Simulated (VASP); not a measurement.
# P (Cmce) in VASP: single point with r2SCAN

Aim: the single point of P with r2SCAN.

Everything below comes from runs of VASP 6.6.1. Logs are shortened: lines on timing, memory, paths and dates and some standing lists are left out, and cuts for length are marked.

## 1. The cell of the first run

Symmetry: Cmce, No. 64, orthorhombic system. Conventional cell: a = 3.306 Å, b = 10.998 Å, c = 4.561 Å, α = 90.00°, β = 90.00°, γ = 90.00°. Within 2.9 Å of P (site symmetry m) lie 3 P at 2.21 to 2.25 Å.

## 2. Single point, r2SCAN

Contents of POSCAR:

```
P
1.0
    1.6530087505     -5.4990761309      0.0000000000
    1.6530087505      5.4990761309      0.0000000000
    0.0000000000      0.0000000000      4.5610121592
P
4
Direct
    0.0953934769      0.9046065231      0.9113265926
    0.5953934769      0.4046065231      0.5886734074
    0.9046065231      0.0953934769      0.0886734074
    0.4046065231      0.5953934769      0.4113265926
```

Contents of INCAR.step1:

```
PREC = Accurate
ENCUT = 520
ISMEAR = 0
SIGMA = 0.1
LREAL = F
LASPH = T
NELM = 60
NBANDS = 18
GGA = PE
ALGO = Normal
EDIFF = 1E-4
LWAVE = T
LCHARG = F
```

Contents of INCAR.step2:

```
PREC = Accurate
ENCUT = 520
EDIFF = 1E-6
ISMEAR = 0
SIGMA = 0.1
LREAL = F
LASPH = T
NELM = 60
ALGO = Normal
ISIF = 2
LWAVE = F
LCHARG = F
METAGGA = R2SCAN
LMIXTAU = T
NBANDS = 18
ISTART = 1
```

Contents of KPOINTS:

```
Automatic mesh
0
Gamma
  6 6 4
```

Potentials or basis: VASP PAW PBE potentials, release 64 (P).

Started as:

```sh
cat potpaw_PBE.64/P/POTCAR > POTCAR
cp INCAR.step1 INCAR
mpirun -np 1 vasp_std > vasp.out
cp INCAR.step2 INCAR
mpirun -np 1 vasp_std > vasp.out
```

OUTCAR:

```text
PREC = Accurate
   ENCUT = 520
   EDIFF = 1E-6
   ISMEAR = 0
   LREAL = F
   LASPH = T
   NELM = 60
   ISIF = 2
   METAGGA = R2SCAN
   ISTART = 1

 ion  position               nearest neighbor table
   1  0.095  0.905  0.911-   2 2.21   2 2.21   3 2.25
   2  0.595  0.405  0.589-   1 2.21   1 2.21   4 2.25
   3  0.905  0.095  0.089-   4 2.21   4 2.21   1 2.25
   4  0.405  0.595  0.411-   3 2.21   3 2.21   2 2.25

  LATTYP: Found a base centered orthorhombic cell.
 ALAT       =     3.3060175010
 B/A-ratio  =     3.3267072115
 C/A-ratio  =     1.3796091998

  Lattice vectors:

 A1 = (   1.6530087505,  -5.4990761309,   0.0000000000)
 A2 = (   1.6530087505,   5.4990761309,   0.0000000000)
 A3 = (   0.0000000000,   0.0000000000,   4.5610121592)

Analysis of symmetry for initial positions (statically):
=====================================================================
 Subroutine PRICEL returns:
 Original cell was already a primitive cell.

 Routine SETGRP: Setting up the symmetry group for a
 base centered orthorhombic supercell.

 Subroutine GETGRP returns: Found  8 space group operations
 (whereof  4 operations were pure point group operations)
 out of a pool of  8 trial point group operations.

The static configuration has the point symmetry C_2h.
 The point group associated with its full space group is D_2h.

Analysis of symmetry for dynamics (positions and initial velocities):
=====================================================================
 Subroutine PRICEL returns:
 Original cell was already a primitive cell.

 Routine SETGRP: Setting up the symmetry group for a
 base centered orthorhombic supercell.

 Subroutine GETGRP returns: Found  8 space group operations
 (whereof  4 operations were pure point group operations)
 out of a pool of  8 trial point group operations.

The dynamic configuration has the point symmetry C_2h.
 The point group associated with its full space group is D_2h.

 Subroutine INISYM returns: Found  8 space group operations
 (whereof  4 operations are pure point group operations),
 and found     1 'primitive' translations

----------------------------------------------------------------------------------------

                                     Primitive cell

  volume of cell :      82.9194

  direct lattice vectors                    reciprocal lattice vectors
     1.653008750 -5.499076131  0.000000000     0.302478738 -0.090924364  0.000000000
     1.653008750  5.499076131  0.000000000     0.302478738  0.090924364  0.000000000
     0.000000000  0.000000000  4.561012159     0.000000000  0.000000000  0.219249580

  length of vectors
     5.742149094  5.742149094  4.561012159     0.315849057  0.315849057  0.219249580

  position of ions in fractional coordinates (direct lattice)
     0.095393477  0.904606523  0.911326593
     0.595393477  0.404606523  0.588673407
     0.904606523  0.095393477  0.088673407
     0.404606523  0.595393477  0.411326593

  ion indices of the primitive-cell ions
   primitive index   ion index
                 1           1
                 2           2
                 3           3
                 4           4

----------------------------------------------------------------------------------------

 KPOINTS: Automatic mesh

Automatic generation of k-mesh.
 Grid dimensions read from file:
 generate k-points for:    6    6    4

 Generating k-lattice:

  Cartesian coordinates                     Fractional coordinates (reciprocal lattice)
     0.050413123 -0.015154061  0.000000000     0.166666667 -0.000000000  0.000000000
     0.050413123  0.015154061  0.000000000    -0.000000000  0.166666667  0.000000000
     0.000000000  0.000000000  0.054812395     0.000000000  0.000000000  0.250000000

  Length of vectors
     0.052641509  0.052641509  0.054812395

  Shift w.r.t. Gamma in fractional coordinates (k-lattice)
     0.000000000  0.000000000  0.000000000

 Subroutine IBZKPT returns following result:
 ===========================================

 Found     39 irreducible k-points:

 Following reciprocal coordinates:
            Coordinates               Weight
  0.000000  0.000000  0.000000      1.000000
  0.166667 -0.000000  0.000000      4.000000
  0.333333  0.000000  0.000000      4.000000
  0.500000  0.000000  0.000000      2.000000
  0.166667  0.166667  0.000000      2.000000
  0.333333  0.166667  0.000000      4.000000
[... 16 lines left out ...]
  0.333333  0.333333  0.250000      4.000000
  0.500000  0.333333  0.250000      8.000000
 [... further k-points ...]
   k-points           NKPTS =     39   k-points in BZ     NKDIM =     39   number of bands    NBANDS=     18
   number of dos      NEDOS =    301   number of ions     NIONS =      4
   total plane-waves  NPLWV =  82944
   dimension x,y,z NGX =    48 NGY =   48 NGZ =   36
   dimension x,y,z NGXF=    96 NGYF=   96 NGZF=   72
   ions per type =               4
   NGX,Y,Z   is equivalent  to a cutoff of  13.90, 13.90, 13.12 a.u.
   NGXF,Y,Z  is equivalent  to a cutoff of  27.79, 27.79, 26.24 a.u.
 SYSTEM =  unknown system
   PREC   = accura    normal or accurate (medium, high low for compatibility)
   ISTART =      1    job   : 0-new  1-cont  2-samecut
   ICHARG =      0    charge: 1-file 2-atom 10-const
   ISPIN  =      1    spin polarized calculation?
   LNONCOLLINEAR =      F non collinear calculations
   LSORBIT =      F    spin-orbit coupling
   LASPH  =      T    aspherical Exc in radial PAW
   ENCUT  =  520.0 eV  38.22 Ry    6.18 a.u.  10.68 10.68  8.48*2*pi/ulx,y,z
   NELM   =     60;   NELMIN=  2; NELMDL=  0     # of ELM steps
   EDIFF  = 0.1E-05   stopping-criterion for ELM
   LREAL  =      F    real-space projection
   EDIFFG = 0.1E-04   stopping-criterion for IOM
   NSW    =      0    number of steps for IOM
   IBRION =     -1    ionic relax: 0-MD 1-quasi-New 2-CG
   NFREE  =      0    steps in history (QN), initial steepest desc. (CG)
   ISIF   =      2    stress and relaxation
   ISYM   =      2    0-nonsym 1-usesym 2-fastsym
   POTIM  = 0.5000    time-step for ionic-motion
   TEBEG  =    0.0;   TEEND  =   0.0 temperature during run
   PSTRESS=    0.0 pullay stress
   NELECT =      20.0000    total number of electrons
   NUPDOWN=      -1.0000    fix difference up-down
   EMIN   =  10.00;   EMAX   =-10.00  energy-range for DOS
   EFERMI =   0.00;   METHOD = LEGACY
   ISMEAR =     0;   SIGMA  =   0.10  broadening in eV -4-tet -1-fermi 0-gaus
   EFERMI_NEDOS =   21; number of points for ismear=-14 and -15
   IALGO  =     38    algorithm
   IMIX   =      4    mixing-type and parameters
     AMIX     =   0.40;   BMIX     =  1.00
     AMIX_MAG =   1.60;   BMIX_MAG =  1.00
  volume/ion in A,a.u.               =      20.73       139.89
  Fermi-wavevector in a.u.,A,eV,Ry     =   1.019059  1.925743 14.129404  1.038482
  Thomas-Fermi vector in A             =   2.152552
   LORBIT       =      0    0 simple, 1 ext, 2 COOP (PROOUT), +10 PAW based schemes
   METAGGA = R2SCAN    functional components
   LHFCALC =     F    Hartree Fock is set to
   AEXX    =    0.0000 exact exchange contribution
   IVDW    =     0    specifies the selected vdW correction
   LEPSILON=     F    determine dielectric tensor
   LRPA    =     F    only Hartree local field effects (RPA)
 non-spin polarized calculation
 Gauss-broadening in eV      SIGMA  =   0.10
  energy-cutoff  :      520.00
  volume of cell :       82.92
 maximum number of plane-waves:      2259
 NGX is ok and might be reduce to    48
   NGX = 21   NGY = 21   NGZ = 17

 number of electron      20.0000001 magnetization

 Free energy of the ion-electron system (eV)
  ---------------------------------------------------
  ext. energy  EPLUGINS =         0.00000000
  ---------------------------------------------------
  free energy    TOTEN  =       -35.90615192 eV

  energy without entropy =      -35.90608073  energy(sigma->0) =      -35.90611633

 E-fermi :   5.7802     XC(G=0):  -9.7984

 val. band max:        5.6253587636   @ k =   0.5000   0.5000   0.0000
 cond. band min:       5.9350980042   @ k =   0.5000   0.5000   0.0000
 fundamental gap:      0.3097392407
 Fermi energy:         5.7802281754

 k-point     1 :       0.0000    0.0000    0.0000
  band No.  band energies     occupation
      1     -10.8764      2.00000
      2      -8.0124      2.00000
      3      -4.6112      2.00000
      4      -1.3750      2.00000
      5       0.5228      2.00000
      6       0.5924      2.00000
[... 10 lines left out ...]
     17      12.9977      0.00000
     18      13.4369      0.00000

 k-point     2 :       0.1667   -0.0000    0.0000
  band No.  band energies     occupation
      1     -10.5221      2.00000
      2      -7.6707      2.00000
      3      -4.8127      2.00000
      4      -1.0738      2.00000
      5      -0.2849      2.00000
      6       0.0234      2.00000
[... 10 lines left out ...]
     17      11.2518      0.00000
     18      12.9225      0.00000

 k-point     3 :       0.3333    0.0000    0.0000
  band No.  band energies     occupation
      1      -9.4828      2.00000
      2      -6.6485      2.00000
      3      -5.9841      2.00000
      4      -2.6900      2.00000
      5      -0.7447      2.00000
      6      -0.3448      2.00000
[... 10 lines left out ...]
     17      12.7734      0.00000
     18      12.7787      0.00000

 k-point     4 :       0.5000    0.0000    0.0000
  band No.  band energies     occupation
      1      -7.8574      2.00000
      2      -7.8574      2.00000
      3      -4.9630      2.00000
      4      -4.9630      2.00000
      5      -0.2141      2.00000
      6      -0.2141      2.00000
[... 375 lines left out ...]
      4      -2.1696      2.00000
      5       0.3638      2.00000
      6       1.5711      2.00000
[... 10 lines left out ...]
     17      12.4811      0.00000
     18      12.9520      0.00000

 k-point    23 :       0.3333    0.3333    0.2500
  band No.  band energies     occupation
      1      -9.1030      2.00000
      2      -7.4093      2.00000
      3      -5.4454      2.00000
      4      -3.1030      2.00000
      5      -1.3458      2.00000
      6      -0.3510      2.00000
[... 10 lines left out ...]
     17      11.9358      0.00000
     18      12.5624      0.00000

 k-point    24 :       0.5000    0.3333    0.2500
  band No.  band energies     occupation
      1     -10.1027      2.00000
      2      -8.3180      2.00000
      3      -4.7032      2.00000
      4      -2.2993      2.00000
      5      -0.3803      2.00000
      6       0.7480      2.00000
[... 10 lines left out ...]
     17      11.2009      0.00000
     18      12.3487      0.00000

 [... further k-points ...]

------------------------ aborting loop because EDIFF is reached ----------------------------------------

  FORCE on cell =-STRESS in cart. coord.  units (eV):
  Direction    XX          YY          ZZ          XY          YZ          ZX
  --------------------------------------------------------------------------------------
  -------------------------------------------------------------------------------------
  Total       -0.3422106     -0.2543299     -0.4111001      0.0000000      0.0000000      0.0000000
  in kB       -6.6122293     -4.9141893     -7.9433201      0.0000000      0.0000000      0.0000000
  external PRESSURE =      -6.4899129 kB  Pullay stress =       0.0000000 kB

 VOLUME and BASIS-vectors are now :
 -----------------------------------------------------------------------------
  energy-cutoff  :      520.00
  volume of cell :       82.92
      direct lattice vectors                 reciprocal lattice vectors
     1.653008750 -5.499076131  0.000000000     0.302478738 -0.090924364  0.000000000
     1.653008750  5.499076131  0.000000000     0.302478738  0.090924364  0.000000000
     0.000000000  0.000000000  4.561012159     0.000000000  0.000000000  0.219249580

 POSITION                                       TOTAL-FORCE (eV/Angst)
 -----------------------------------------------------------------------------------
      1.65301      4.44992      4.15657         0.000000      0.058492     -0.071234
      1.65301     -1.04915      2.68495         0.000000      0.058492      0.071234
      1.65301     -4.44992      0.40444         0.000000     -0.058492      0.071234
      1.65301      1.04915      1.87607         0.000000     -0.058492     -0.071234
 -----------------------------------------------------------------------------------
    total drift:                               -0.000000     -0.000000      0.000000

  FREE ENERGIE OF THE ION-ELECTRON SYSTEM (eV)
  ---------------------------------------------------
  free  energy   TOTEN  =       -35.9061519247 eV

  energy  without entropy=      -35.9060807276  energy(sigma->0) =      -35.90611633
```

Run time: 2.9 min. Hardware: 1 thread of Intel Xeon Platinum 8559C (Emerald Rapids), shared host; peak memory 0.3 GiB.

Results:

```
Free energy            : -35.9062 eV
Pressure               : -0.6 GPa
Largest force          : 0.092 eV/Å
Band gap on the k mesh : 0.31 eV, direct
```

Forces on the atoms (eV/Å):
```
P    0.000  0.058 -0.071
P    0.000  0.058  0.071
P    0.000 -0.058  0.071
P    0.000 -0.058 -0.071
```

Levels at points of the mesh, in eV from the valence-band top:
```tsv
k point	band 7	band 8	band 9	band 10	band 11	band 12	band 13	band 14
(0.00, 0.00, 0.00)	-4.27	-2.84	-2.70	-1.23	0.76	1.30	2.18	2.99
(0.50, 0.00, 0.00)	-3.52	-3.52	-2.69	-2.69	0.90	0.90	1.71	1.71
(0.50, 0.50, 0.00)	-4.36	-2.55	-1.64	0.00	0.31	1.07	2.39	2.88
(0.00, 0.00, 0.50)	-3.45	-3.45	-1.74	-1.74	1.71	1.71	3.11	3.11
(0.50, 0.00, 0.50)	-5.44	-5.44	-1.87	-1.87	1.92	1.92	3.65	3.65
(0.50, 0.50, 0.50)	-2.92	-2.92	-2.03	-2.03	1.67	1.67	2.87	2.87
```

Caveat: the PAW data sets were made with another functional, which shifts forces and pressure a little.
